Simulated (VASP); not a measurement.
# Cu (P2_1/m) in VASP: notebook

Cu is run at these levels: LDA; tasks: single point.

Program: VASP 6.6.1. These are calculated values, not measurements. Logs are shortened: lines on timing, memory, paths and dates and some standing lists are left out, and cuts for length are marked.

## 1. The cell of the first run

It takes space group P2_1/m (No. 11, monoclinic). The conventional cell has a = 2.398 Å, b = 2.436 Å, c = 4.087 Å, α = 90.00°, β = 107.06°, γ = 90.00°. Within 3.0 Å of Cu (site symmetry m) lie 10 Cu at 2.29 to 2.78 Å.

## 2. Single point, LDA (mode 4 frozen in at -0.256 Å and mode 5 at +0.000 Å (largest displacements))

File INCAR:

```
PREC = Accurate
ENCUT = 520
EDIFF = 1E-6
ISMEAR = 0
SIGMA = 0.15
LREAL = False
LASPH = True
NELM = 60
ALGO = Fast
ISIF = 2
LWAVE = False
LCHARG = False
GGA = CA
NBANDS = 18
```

File KPOINTS:

```
Automatic mesh
0
Gamma
  20 20 18
```

File POSCAR:

```
Cu
1.0
    1.1988715060     -3.9071941049      0.0000000000
    1.1988715060      3.9071941049      0.0000000000
    0.0000000000      0.0000000000      2.4356971987
Cu
2
Direct
    0.0269877710      0.7594780856      0.2500000000
    0.9730122290      0.2405219144      0.7500000000
```

Potentials or basis: VASP PAW LDA potentials, release 64 (Cu).

Launch:

```sh
$ cat potpaw_LDA.64/Cu/POTCAR > POTCAR
$ mpirun -np 1 vasp_std > vasp.out
```

OUTCAR:

```text
PREC = Accurate
   ENCUT = 520
   EDIFF = 1E-6
   ISMEAR = 0
   LREAL = False
   LASPH = True
   NELM = 60
   ISIF = 2
   GGA = CA

 ion  position               nearest neighbor table
   1  0.027  0.759  0.250-   2 2.29   2 2.29   2 2.47   2 2.47   2 2.78   2 2.78
   2  0.973  0.241  0.750-   1 2.29   1 2.29   1 2.47   1 2.47   1 2.78   1 2.78

  LATTYP: Found a base centered orthorhombic cell.
 ALAT       =     2.3977430120
 B/A-ratio  =     3.2590599454
 C/A-ratio  =     1.0158291304

  Lattice vectors:

 A1 = (   1.1988715060,  -3.9071941049,   0.0000000000)
 A2 = (   1.1988715060,   3.9071941049,   0.0000000000)
 A3 = (   0.0000000000,   0.0000000000,   2.4356971987)

Analysis of symmetry for initial positions (statically):
=====================================================================
 Subroutine PRICEL returns:
 Original cell was already a primitive cell.

 Routine SETGRP: Setting up the symmetry group for a
 base centered orthorhombic supercell.

 Subroutine GETGRP returns: Found  4 space group operations
 (whereof  2 operations were pure point group operations)
 out of a pool of  8 trial point group operations.

The static configuration has the point symmetry S_2 .
 The point group associated with its full space group is C_2h.

Analysis of symmetry for dynamics (positions and initial velocities):
=====================================================================
 Subroutine PRICEL returns:
 Original cell was already a primitive cell.

 Routine SETGRP: Setting up the symmetry group for a
 base centered orthorhombic supercell.

 Subroutine GETGRP returns: Found  4 space group operations
 (whereof  2 operations were pure point group operations)
 out of a pool of  8 trial point group operations.

The dynamic configuration has the point symmetry S_2 .
 The point group associated with its full space group is C_2h.

 Subroutine INISYM returns: Found  4 space group operations
 (whereof  2 operations are pure point group operations),
 and found     1 'primitive' translations

----------------------------------------------------------------------------------------

                                     Primitive cell

  volume of cell :      22.8187

  direct lattice vectors                    reciprocal lattice vectors
     1.198871506 -3.907194105  0.000000000     0.417058874 -0.127969071  0.000000000
     1.198871506  3.907194105  0.000000000     0.417058874  0.127969071  0.000000000
     0.000000000  0.000000000  2.435697199     0.000000000  0.000000000  0.410560065

  length of vectors
[... 83 lines left out ...]
   LREAL  =      F    real-space projection
   EDIFFG = 0.1E-04   stopping-criterion for IOM
   NSW    =      0    number of steps for IOM
   IBRION =     -1    ionic relax: 0-MD 1-quasi-New 2-CG
   NFREE  =      0    steps in history (QN), initial steepest desc. (CG)
   ISIF   =      2    stress and relaxation
   ISYM   =      2    0-nonsym 1-usesym 2-fastsym
   POTIM  = 0.5000    time-step for ionic-motion
   TEBEG  =    0.0;   TEEND  =   0.0 temperature during run
   PSTRESS=    0.0 pullay stress
   NELECT =      22.0000    total number of electrons
   NUPDOWN=      -1.0000    fix difference up-down
   EMIN   =  10.00;   EMAX   =-10.00  energy-range for DOS
   EFERMI =   0.00;   METHOD = LEGACY
   ISMEAR =     0;   SIGMA  =   0.15  broadening in eV -4-tet -1-fermi 0-gaus
   EFERMI_NEDOS =   21; number of points for ismear=-14 and -15
   IALGO  =     68    algorithm
   IMIX   =      4    mixing-type and parameters
     AMIX     =   0.40;   BMIX     =  1.00
     AMIX_MAG =   1.60;   BMIX_MAG =  1.00
  volume/ion in A,a.u.               =      11.41        76.99
  Fermi-wavevector in a.u.,A,eV,Ry     =   1.617281  3.056217 35.587358  2.615597
  Thomas-Fermi vector in A             =   2.711731
   LORBIT       =      0    0 simple, 1 ext, 2 COOP (PROOUT), +10 PAW based schemes
   GGA     = CA    functional components
   LHFCALC =     F    Hartree Fock is set to
   AEXX    =    0.0000 exact exchange contribution
   IVDW    =     0    specifies the selected vdW correction
   LEPSILON=     F    determine dielectric tensor
   LRPA    =     F    only Hartree local field effects (RPA)
 non-spin polarized calculation
 RMM-DIIS sequential band-by-band and
 Gauss-broadening in eV      SIGMA  =   0.15
  energy-cutoff  :      520.00
  volume of cell :       22.82
 maximum number of plane-waves:       630
   NGX = 15   NGY = 15   NGZ =  9

 number of electron      21.9999998 magnetization

 Free energy of the ion-electron system (eV)
  ---------------------------------------------------
  ext. energy  EPLUGINS =         0.00000000
  ---------------------------------------------------
  free energy    TOTEN  =        -8.96661801 eV

  energy without entropy =       -8.96044933  energy(sigma->0) =       -8.96353367

 E-fermi :   7.7837     XC(G=0): -13.2611

 val. band max:        7.7835145862   @ k =  -0.4500   0.1500   0.3889
 cond. band min:       7.7836847838   @ k =  -0.0000   0.0500   0.0000
 fundamental gap:      0.0001701976
 Fermi energy:         7.7836738588

 k-point     1 :       0.0000    0.0000    0.0000
  band No.  band energies     occupation
      1      -1.8263      2.00000
      2       2.4328      2.00000
      3       3.2433      2.00000
      4       3.5198      2.00000
      5       4.3910      2.00000
      6       4.8232      2.00000
[... 481 lines left out ...]
      5       4.4572      2.00000
      6       4.7789      2.00000
[... 10 lines left out ...]
     17      28.8293      0.00000
     18      32.2492      0.00000

 [... further k-points ...]

------------------------ aborting loop because EDIFF is reached ----------------------------------------

  FORCE on cell =-STRESS in cart. coord.  units (eV):
  Direction    XX          YY          ZZ          XY          YZ          ZX
  --------------------------------------------------------------------------------------
  -------------------------------------------------------------------------------------
  Total       -0.1823507      0.8977592      0.5309702      1.7029177      0.0000000      0.0000000
  in kB      -12.8034557     63.0346756     37.2811969    119.5675502      0.0000000      0.0000000
  external PRESSURE =      29.1708056 kB  Pullay stress =       0.0000000 kB

 VOLUME and BASIS-vectors are now :
 -----------------------------------------------------------------------------
  energy-cutoff  :      520.00
  volume of cell :       22.82
      direct lattice vectors                 reciprocal lattice vectors
     1.198871506 -3.907194105  0.000000000     0.417058874 -0.127969071  0.000000000
     1.198871506  3.907194105  0.000000000     0.417058874  0.127969071  0.000000000
     0.000000000  0.000000000  2.435697199     0.000000000  0.000000000  0.410560065

 POSITION                                       TOTAL-FORCE (eV/Angst)
 -----------------------------------------------------------------------------------
      0.94287      2.86198      0.60892         0.451572      1.095459     -0.000000
      1.45487     -2.86198      1.82677        -0.451572     -1.095459      0.000000
 -----------------------------------------------------------------------------------
    total drift:                                0.000000     -0.000000     -0.000000

  FREE ENERGIE OF THE ION-ELECTRON SYSTEM (eV)
  ---------------------------------------------------
  free  energy   TOTEN  =        -8.9666180051 eV

  energy  without entropy=       -8.9604493329  energy(sigma->0) =       -8.96353367
```

OSZICAR:

```text
N       E                     dE             d eps       ncg     rms          rms(c)
DAV:   1     0.120796081253E+03    0.12080E+03   -0.10469E+04 79150   0.224E+03
DAV:   2    -0.434862574849E+01   -0.12514E+03   -0.11866E+03 72920   0.289E+02
DAV:   3    -0.108145578872E+02   -0.64659E+01   -0.62362E+01 81770   0.890E+01
DAV:   4    -0.108864993619E+02   -0.71941E-01   -0.71889E-01 86246   0.101E+01
DAV:   5    -0.108875399247E+02   -0.10406E-02   -0.10405E-02 90438   0.107E+00    0.112E+01
RMM:   6    -0.966132479876E+01    0.12262E+01   -0.10692E+01 84904   0.593E+01    0.602E+00
RMM:   7    -0.899450618153E+01    0.66682E+00   -0.19233E+00 84087   0.263E+01    0.146E+00
RMM:   8    -0.896737046084E+01    0.27136E-01   -0.76625E-02 87707   0.268E+00    0.163E-01
RMM:   9    -0.896664055233E+01    0.72991E-03   -0.14126E-02 91555   0.205E+00    0.109E-01
RMM:  10    -0.896671270355E+01   -0.72151E-04   -0.36116E-03 93692   0.589E-01    0.898E-02
RMM:  11    -0.896660765826E+01    0.10505E-03   -0.57990E-04 95232   0.311E-01    0.296E-02
RMM:  12    -0.896661460548E+01   -0.69472E-05   -0.21558E-04100997   0.186E-01    0.468E-03
RMM:  13    -0.896661786223E+01   -0.32567E-05   -0.36162E-05 87646   0.490E-02    0.432E-03
RMM:  14    -0.896661800511E+01   -0.14289E-06   -0.33515E-06 65776   0.271E-02
   1 F= -.89666180E+01 E0= -.89635337E+01  d E =-.616867E-02
```

Wall time 26 min (1 thread of Oxide Virtual Turin-like, shared host); peak memory 0.67 GiB.

Results:

- Free energy: -8.9666 eV
- Pressure: 2.9 GPa
- Largest force: 1.185 eV/Å
- Band gap on the k mesh: zero (band 11 reaches 12.93 eV, above the bottom of band 12 at 5.93 eV)

Forces on the atoms (eV/Å):
```
Cu   0.452  1.095  0.000
Cu  -0.452 -1.095  0.000
```

Stress tensor (GPa, compression positive):
```
-1.28 11.96  0.00
11.96  6.30  0.00
 0.00  0.00  3.73
```

Caveat: the cell differs from its parent crystal (mode 4 frozen in at -0.256 Å and mode 5 at +0.000 Å (largest displacements)); forces of over 1 eV/Å act on the atoms, so gaps and moduli don't describe the material at rest.

## 3. Single point, LDA (mode 4 frozen in at -0.128 Å and mode 5 at +0.000 Å (largest displacements))

File INCAR:

```
PREC = Accurate
ENCUT = 520
EDIFF = 1E-7
ISMEAR = 0
SIGMA = 0.15
LREAL = F
LASPH = T
NELM = 100
ALGO = Fast
ISIF = 2
LWAVE = F
LCHARG = T
LELF = T
LVHAR = T
NBANDS = 18
```

KPOINTS is that of step 2.

File POSCAR:

```
Cu
1.0
    1.1988715060     -3.9071941049      0.0000000000
    1.1988715060      3.9071941049      0.0000000000
    0.0000000000      0.0000000000      2.4356971987
Cu
2
Direct
    0.0803713069      0.8128616215      0.2500000000
    0.9196286931      0.1871383785      0.7500000000
```

Potentials or basis: VASP PAW LDA potentials, release 64 (Cu).

Launch:

```sh
$ cat potpaw_LDA.64/Cu/POTCAR > POTCAR
$ mpirun -np 1 vasp_std > vasp.out
```

Wall time 32 min (1 thread of Oxide Virtual Turin-like, shared host); peak memory 0.68 GiB.

Results (log left out):

```
Free energy            : -9.0623 eV
Pressure               : 1.7 GPa
Largest force          : 0.413 eV/Å
Band gap on the k mesh : zero (band 11 reaches 12.21 eV, above the bottom of band 12 at 6.04 eV)
```

Forces on the atoms (eV/Å):
```
Cu   0.274  0.309  0.000
Cu  -0.274 -0.309  0.000
```

Stress tensor (GPa, compression positive):
```
0.42 7.50 0.00
7.50 2.65 0.00
0.00 0.00 2.07
```

Levels at points of the mesh, in eV from the Fermi level:
```tsv
k point	band 9	band 10	band 11	band 12	band 13	band 14
(0.00, 0.00, 0.00)	-1.87	-1.81	-1.44	-0.12	5.10	15.12
(0.50, 0.00, 0.00)	-2.18	-1.53	-0.95	1.62	2.15	7.65
(0.00, 0.50, 0.00)	-2.25	-1.98	0.00	0.97	3.31	6.51
(0.50, 0.50, 0.00)	-2.37	-1.96	-1.73	-1.69	14.11	15.84
(0.00, 0.00, 0.50)	-1.89	-1.89	0.01	0.01	8.49	8.49
(0.50, 0.00, 0.50)	-1.32	-1.32	4.44	4.44	7.04	7.04
(0.00, 0.50, 0.50)	-1.31	-1.31	3.31	3.31	8.17	8.17
(0.50, 0.50, 0.50)	-1.57	-1.57	-1.05	-1.05	3.93	3.93
```

Caveat: the cell differs from its parent crystal (mode 4 frozen in at -0.128 Å and mode 5 at +0.000 Å (largest displacements)).
